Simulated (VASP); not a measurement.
# AlNi3 (Pm-3m) in VASP: notebook

Runs on AlNi3. Level: PBE. Tasks: single point.

All numbers are computed with VASP 6.6.1; they aren't measurements. Logs are shortened: lines on timing, memory, paths and dates and some standing lists are left out, and cuts for length are marked.

### 1 The cell of the first run

The structure is cubic, space group Pm-3m (No. 221). Conventional cell: a = 3.523 Å, b = 3.523 Å, c = 3.523 Å, α = 90.00°, β = 90.00°, γ = 90.00°. Within 3.3 Å of Ni (site symmetry 4/mmm) lie 8 Ni at 2.49 Å and 4 Al at 2.49 Å. Within 3.3 Å of Al (site symmetry m-3m) lie 12 Ni at 2.49 Å.

### 2 Single point, PBE, collinear spin, ferrimagnetic start

The input, INCAR:

```
ALGO = Normal
EDIFF = 1E-6
ENCUT = 520
GGA = PE
ISIF = 2
ISMEAR = -1
ISPIN = 2
LASPH = True
LCHARG = False
LMAXMIX = 4
LORBIT = 11
LREAL = False
LWAVE = False
MAGMOM = 1 -0.5 1 0
NBANDS = 28
NELM = 150
PREC = Accurate
SIGMA = 0.05
```

The input, KPOINTS:

```
k-points
0
Gamma
  8 8 8
```

The input, POSCAR:

```
AlNi3
1.0
    3.5230547267      0.0000000000      0.0000000000
    0.0000000000      3.5230547267      0.0000000000
    0.0000000000      0.0000000000      3.5230547267
Ni Al
3 1
Direct
    0.5000000000      0.5000000000      0.0000000000
    0.5000000000      0.0000000000      0.5000000000
    0.0000000000      0.5000000000      0.5000000000
    0.0000000000      0.0000000000      0.0000000000
```

Potentials or basis: VASP PAW PBE potentials, release 64 (Ni, Al).

Command:

```bash
$ cat potpaw_PBE.64/Ni/POTCAR potpaw_PBE.64/Al/POTCAR > POTCAR
$ mpirun -np 1 vasp_std > vasp.out
```

OUTCAR:

```text
EDIFF = 1E-6
   ENCUT = 520
   GGA = PE
   ISIF = 2
   ISMEAR = -1
   ISPIN = 2
   LASPH = True
   LORBIT = 11
   LREAL = False
   NELM = 150
   PREC = Accurate

 ion  position               nearest neighbor table
   1  0.500  0.500  0.000-   2 2.49   3 2.49   4 2.49   2 2.49   3 2.49   2 2.49   4 2.49   2 2.49
                             3 2.49   4 2.49   3 2.49   4 2.49
   2  0.500  0.000  0.500-   1 2.49   3 2.49   4 2.49   1 2.49   4 2.49   1 2.49   3 2.49   1 2.49
                             3 2.49   4 2.49   4 2.49   3 2.49
   3  0.000  0.500  0.500-   1 2.49   2 2.49   4 2.49   1 2.49   4 2.49   2 2.49   4 2.49   4 2.49
                             1 2.49   2 2.49   1 2.49   2 2.49
   4  0.000  0.000  0.000-   1 2.49   2 2.49   3 2.49   2 2.49   3 2.49   1 2.49   3 2.49   3 2.49
                             1 2.49   2 2.49   2 2.49   1 2.49

  LATTYP: Found a simple cubic cell.
 ALAT       =     3.5230547267

  Lattice vectors:

 A1 = (   3.5230547267,   0.0000000000,   0.0000000000)
 A2 = (   0.0000000000,   3.5230547267,   0.0000000000)
 A3 = (   0.0000000000,   0.0000000000,   3.5230547267)

Analysis of symmetry for initial positions (statically):
=====================================================================
 Subroutine PRICEL returns:
 Original cell was already a primitive cell.

 Routine SETGRP: Setting up the symmetry group for a
 simple cubic supercell.

 Subroutine GETGRP returns: Found 48 space group operations
 (whereof 48 operations were pure point group operations)
 out of a pool of 48 trial point group operations.

The static configuration has the point symmetry O_h .

Analysis of symmetry for dynamics (positions and initial velocities):
=====================================================================
 Subroutine PRICEL returns:
 Original cell was already a primitive cell.

 Routine SETGRP: Setting up the symmetry group for a
 simple cubic supercell.

 Subroutine GETGRP returns: Found 48 space group operations
 (whereof 48 operations were pure point group operations)
 out of a pool of 48 trial point group operations.

The dynamic configuration has the point symmetry O_h .

Analysis of structural, dynamic, and magnetic symmetry:
=====================================================================
 Subroutine PRICEL returns:
 Original cell was already a primitive cell.

 Routine SETGRP: Setting up the symmetry group for a
 simple cubic supercell.

 Subroutine GETGRP returns: Found 16 space group operations
 (whereof 16 operations were pure point group operations)
 out of a pool of 48 trial point group operations.

The overall configuration has the point symmetry D_4h.

 Subroutine INISYM returns: Found 16 space group operations
 (whereof 16 operations are pure point group operations),
 and found     1 'primitive' translations

----------------------------------------------------------------------------------------

                                     Primitive cell

  volume of cell :      43.7279

  direct lattice vectors                    reciprocal lattice vectors
     3.523054727  0.000000000  0.000000000     0.283844583  0.000000000  0.000000000
     0.000000000  3.523054727  0.000000000     0.000000000  0.283844583  0.000000000
     0.000000000  0.000000000  3.523054727     0.000000000  0.000000000  0.283844583

  length of vectors
     3.523054727  3.523054727  3.523054727     0.283844583  0.283844583  0.283844583

  position of ions in fractional coordinates (direct lattice)
     0.500000000  0.500000000  0.000000000
     0.500000000  0.000000000  0.500000000
     0.000000000  0.500000000  0.500000000
     0.000000000  0.000000000  0.000000000

  ion indices of the primitive-cell ions
   primitive index   ion index
                 1           1
                 2           2
                 3           3
                 4           4

----------------------------------------------------------------------------------------

 KPOINTS: k-points

Automatic generation of k-mesh.
 Grid dimensions read from file:
 generate k-points for:    8    8    8

 Generating k-lattice:

  Cartesian coordinates                     Fractional coordinates (reciprocal lattice)
     0.035480573  0.000000000  0.000000000     0.125000000  0.000000000  0.000000000
     0.000000000  0.035480573  0.000000000     0.000000000  0.125000000  0.000000000
     0.000000000  0.000000000  0.035480573     0.000000000  0.000000000  0.125000000

  Length of vectors
     0.035480573  0.035480573  0.035480573

  Shift w.r.t. Gamma in fractional coordinates (k-lattice)
     0.000000000  0.000000000  0.000000000

 Subroutine IBZKPT returns following result:
 ===========================================

 Found     75 irreducible k-points:

 Following reciprocal coordinates:
            Coordinates               Weight
  0.000000  0.000000  0.000000      1.000000
  0.125000  0.000000  0.000000      4.000000
  0.000000  0.125000  0.000000      2.000000
  0.250000  0.000000  0.000000      4.000000
  0.000000  0.250000  0.000000      2.000000
  0.375000  0.000000  0.000000      4.000000
[... 16 lines left out ...]
  0.375000  0.250000  0.000000      8.000000
  0.000000  0.375000  0.250000      8.000000
 [... further k-points ...]
   k-points           NKPTS =     75   k-points in BZ     NKDIM =     75   number of bands    NBANDS=     28
   number of dos      NEDOS =    301   number of ions     NIONS =      4
   total plane-waves  NPLWV =  21952
   dimension x,y,z NGX =    28 NGY =   28 NGZ =   28
   dimension x,y,z NGXF=    56 NGYF=   56 NGZF=   56
   ions per type =               3   1
   NGX,Y,Z   is equivalent  to a cutoff of  13.21, 13.21, 13.21 a.u.
   NGXF,Y,Z  is equivalent  to a cutoff of  26.43, 26.43, 26.43 a.u.
 SYSTEM =  unknown system
   PREC   = accura    normal or accurate (medium, high low for compatibility)
   ISTART =      0    job   : 0-new  1-cont  2-samecut
   ICHARG =      2    charge: 1-file 2-atom 10-const
   ISPIN  =      2    spin polarized calculation?
   LNONCOLLINEAR =      F non collinear calculations
   LSORBIT =      F    spin-orbit coupling
   LASPH  =      T    aspherical Exc in radial PAW
   ENCUT  =  520.0 eV  38.22 Ry    6.18 a.u.   6.55  6.55  6.55*2*pi/ulx,y,z
   NELM   =    150;   NELMIN=  2; NELMDL= -5     # of ELM steps
   EDIFF  = 0.1E-05   stopping-criterion for ELM
   LREAL  =      F    real-space projection
   EDIFFG = 0.1E-04   stopping-criterion for IOM
   NSW    =      0    number of steps for IOM
   IBRION =     -1    ionic relax: 0-MD 1-quasi-New 2-CG
   NFREE  =      0    steps in history (QN), initial steepest desc. (CG)
   ISIF   =      2    stress and relaxation
   ISYM   =      2    0-nonsym 1-usesym 2-fastsym
   POTIM  = 0.5000    time-step for ionic-motion
   TEBEG  =    0.0;   TEEND  =   0.0 temperature during run
   PSTRESS=    0.0 pullay stress
   NELECT =      33.0000    total number of electrons
   NUPDOWN=      -1.0000    fix difference up-down
   EMIN   =  10.00;   EMAX   =-10.00  energy-range for DOS
   EFERMI =   0.00;   METHOD = LEGACY
   ISMEAR =    -1;   SIGMA  =   0.05  broadening in eV -4-tet -1-fermi 0-gaus
   EFERMI_NEDOS =   21; number of points for ismear=-14 and -15
   IALGO  =     38    algorithm
   IMIX   =      4    mixing-type and parameters
     AMIX     =   0.40;   BMIX     =  1.00
     AMIX_MAG =   1.60;   BMIX_MAG =  1.00
  volume/ion in A,a.u.               =      10.93        73.77
  Fermi-wavevector in a.u.,A,eV,Ry     =   1.490482  2.816603 30.225843  2.221537
  Thomas-Fermi vector in A             =   2.603258
   LORBIT       =     11    0 simple, 1 ext, 2 COOP (PROOUT), +10 PAW based schemes
   GGA     = PE    functional components
   LHFCALC =     F    Hartree Fock is set to
   AEXX    =    0.0000 exact exchange contribution
   IVDW    =     0    specifies the selected vdW correction
   LEPSILON=     F    determine dielectric tensor
   LRPA    =     F    only Hartree local field effects (RPA)
 spin polarized calculation
  energy-cutoff  :      520.00
  volume of cell :       43.73
 maximum number of plane-waves:      1208
 NGX is ok and might be reduce to    28
   NGX = 13   NGY = 13   NGZ = 13

 number of electron      32.9999980 magnetization       0.6671685

 Free energy of the ion-electron system (eV)
  ---------------------------------------------------
  ext. energy  EPLUGINS =         0.00000000
  ---------------------------------------------------
  free energy    TOTEN  =       -21.87201976 eV

  energy without entropy =      -21.84203608  energy(sigma->0) =      -21.85702792

 E-fermi :   9.9304     XC(G=0): -12.8538

 val. band max:        9.9286504509   @ k =   0.5000   0.3750   0.5000
 cond. band min:       9.9308324311   @ k =   0.1250   0.2500   0.1250
 fundamental gap:      0.0021819802
 Fermi energy:         9.9303669713

 spin component 1

 k-point     1 :       0.0000    0.0000    0.0000
  band No.  band energies     occupation
      1      -0.2369      1.00000
      2       5.4569      1.00000
      3       6.1451      1.00000
      4       6.1451      1.00000
      5       6.5145      1.00000
      6       6.5145      1.00000
[... 20 lines left out ...]
     27      24.1629      0.00000
     28      24.1629      0.00000

 k-point     2 :       0.1250    0.0000    0.0000
  band No.  band energies     occupation
      1      -0.0420      1.00000
      2       5.5108      1.00000
      3       6.0320      1.00000
      4       6.2682      1.00000
      5       6.5473      1.00000
      6       6.5473      1.00000
[... 20 lines left out ...]
     27      23.5412      0.00000
     28      23.5412      0.00000

 k-point     3 :       0.0000    0.1250    0.0000
  band No.  band energies     occupation
      1      -0.0420      1.00000
      2       5.5108      1.00000
      3       6.0320      1.00000
      4       6.2682      1.00000
      5       6.5473      1.00000
      6       6.5473      1.00000
[... 616 lines left out ...]
      3       6.0075      1.00000
      4       6.5856      1.00000
      5       6.6799      1.00000
      6       7.0391      1.00000
[... 20 lines left out ...]
     27      24.6236      0.00000
     28      24.7175      0.00000

 k-point    24 :       0.0000    0.3750    0.2500
  band No.  band energies     occupation
      1       2.1332      1.00000
      2       4.6790      1.00000
      3       6.0075      1.00000
      4       6.5856      1.00000
      5       6.6799      1.00000
      6       7.0391      1.00000
[... 20 lines left out ...]
     27      24.6236      0.00000
     28      24.7175      0.00000

 [... further k-points ...]

 spin component 2

 k-point     1 :       0.0000    0.0000    0.0000
  band No.  band energies     occupation
      1      -0.2628      1.00000
      2       5.5315      1.00000
      3       6.2875      1.00000
      4       6.2876      1.00000
      5       6.7802      1.00000
      6       6.7803      1.00000
[... 20 lines left out ...]
     27      24.1635      0.00000
     28      24.1635      0.00000

 k-point     2 :       0.1250    0.0000    0.0000
  band No.  band energies     occupation
      1      -0.0679      1.00000
      2       5.5829      1.00000
      3       6.1578      1.00000
      4       6.4134      1.00000
      5       6.8054      1.00000
      6       6.8054      1.00000
[... 20 lines left out ...]
     27      23.5390      0.00000
     28      23.5390      0.00000

 k-point     3 :       0.0000    0.1250    0.0000
  band No.  band energies     occupation
      1      -0.0679      1.00000
      2       5.5829      1.00000
      3       6.1577      1.00000
      4       6.4135      1.00000
      5       6.8054      1.00000
      6       6.8054      1.00000
[... 616 lines left out ...]
      3       6.0881      1.00000
      4       6.6859      1.00000
      5       6.8589      1.00000
      6       7.2614      1.00000
[... 20 lines left out ...]
     27      24.6632      0.00000
     28      24.7325      0.00000

 k-point    24 :       0.0000    0.3750    0.2500
  band No.  band energies     occupation
      1       2.1095      1.00000
      2       4.6917      1.00000
      3       6.0881      1.00000
      4       6.6858      1.00000
      5       6.8589      1.00000
      6       7.2614      1.00000
[... 20 lines left out ...]
     27      24.6632      0.00000
     28      24.7325      0.00000

 [... further k-points ...]

------------------------ aborting loop because EDIFF is reached ----------------------------------------

  FORCE on cell =-STRESS in cart. coord.  units (eV):
  Direction    XX          YY          ZZ          XY          YZ          ZX
  --------------------------------------------------------------------------------------
  -------------------------------------------------------------------------------------
  Total        1.9933963      1.9932408      1.9933963     -0.0000000     -0.0000000      0.0000000
  in kB       73.0375258     73.0318302     73.0375258     -0.0000000     -0.0000000      0.0000000
  external PRESSURE =      73.0356273 kB  Pullay stress =       0.0000000 kB

 VOLUME and BASIS-vectors are now :
 -----------------------------------------------------------------------------
  energy-cutoff  :      520.00
  volume of cell :       43.73
      direct lattice vectors                 reciprocal lattice vectors
     3.523054727  0.000000000  0.000000000     0.283844583  0.000000000  0.000000000
     0.000000000  3.523054727  0.000000000     0.000000000  0.283844583  0.000000000
     0.000000000  0.000000000  3.523054727     0.000000000  0.000000000  0.283844583

 POSITION                                       TOTAL-FORCE (eV/Angst)
 -----------------------------------------------------------------------------------
      1.76153      1.76153      0.00000         0.000000      0.000000      0.000000
      1.76153      0.00000      1.76153         0.000000      0.000000      0.000000
      0.00000      1.76153      1.76153         0.000000      0.000000      0.000000
      0.00000      0.00000      0.00000         0.000000      0.000000      0.000000
 -----------------------------------------------------------------------------------
    total drift:                                0.000000      0.000000      0.000000

  FREE ENERGIE OF THE ION-ELECTRON SYSTEM (eV)
  ---------------------------------------------------
  free  energy   TOTEN  =       -21.8720197587 eV

  energy  without entropy=      -21.8420360837  energy(sigma->0) =      -21.85702792

 total charge

# of ion       s       p       d       tot
------------------------------------------
    1        0.507   0.545   8.396   9.448
    2        0.507   0.545   8.396   9.448
    3        0.507   0.545   8.396   9.448
    4        0.412   0.405   0.000   0.818
--------------------------------------------------
tot          1.934   2.041  25.188  29.162

 magnetization (x)

# of ion       s       p       d       tot
------------------------------------------
    1       -0.003  -0.009   0.248   0.237
    2       -0.003  -0.009   0.248   0.237
    3       -0.003  -0.009   0.248   0.237
    4       -0.000  -0.007   0.000  -0.008
--------------------------------------------------
tot         -0.009  -0.033   0.744   0.702
```

Run time: 6.6 min. Hardware: 1 thread of Intel Xeon 8259CL, shared host; peak memory 0.26 GiB.

What came out:

- Free energy: -21.8720 eV
- Pressure: 7.3 GPa
- Net moment: 0.67 μB per cell
- Site moments: Ni +0.24; Al -0.01 μB
- Valence electrons inside the program's atomic spheres: Ni 9.45; Al 0.82

Levels at points of the mesh, in eV from the Fermi level:
Spin up:
| k point | band 14 | band 15 | band 16 | band 17 | band 18 | band 19 | band 20 | band 21 |
| --- | --- | --- | --- | --- | --- | --- | --- | --- |
| (0.00, 0.00, 0.00) | -0.06 | -0.06 | -0.06 | 0.88 | 0.88 | 0.88 | 6.73 | 6.73 |
| (0.50, 0.00, 0.00) | -1.20 | -1.07 | -0.51 | -0.05 | 5.65 | 5.65 | 5.69 | 5.69 |
| (0.00, 0.50, 0.00) | -1.20 | -1.07 | -0.51 | -0.05 | 5.65 | 5.65 | 5.69 | 5.69 |
| (0.50, 0.50, 0.00) | -1.22 | -1.00 | -0.98 | -0.59 | 0.89 | 0.89 | 8.32 | 8.32 |
| (0.50, 0.00, 0.50) | -1.22 | -1.00 | -0.98 | -0.59 | 0.89 | 0.89 | 8.32 | 8.32 |
| (0.50, 0.50, 0.50) | -1.09 | -1.09 | -0.24 | -0.24 | -0.24 | -0.21 | 3.57 | 4.18 |
Spin down:
| k point | band 14 | band 15 | band 16 | band 17 | band 18 | band 19 |
| --- | --- | --- | --- | --- | --- | --- |
| (0.00, 0.00, 0.00) | 0.35 | 0.35 | 0.35 | 0.85 | 0.85 | 0.85 |
| (0.50, 0.00, 0.00) | -0.96 | -0.85 | -0.33 | 0.35 | 5.70 | 5.70 |
| (0.00, 0.50, 0.00) | -0.96 | -0.85 | -0.33 | 0.35 | 5.70 | 5.70 |
| (0.50, 0.50, 0.00) | -1.12 | -0.81 | -0.61 | -0.46 | 1.16 | 1.16 |
| (0.50, 0.00, 0.50) | -1.12 | -0.81 | -0.61 | -0.46 | 1.16 | 1.16 |
| (0.50, 0.50, 0.50) | -0.92 | -0.92 | -0.23 | 0.11 | 0.11 | 0.11 |

Caveat: the cell stands under pressure.

(Continued in part 2 of 2.)
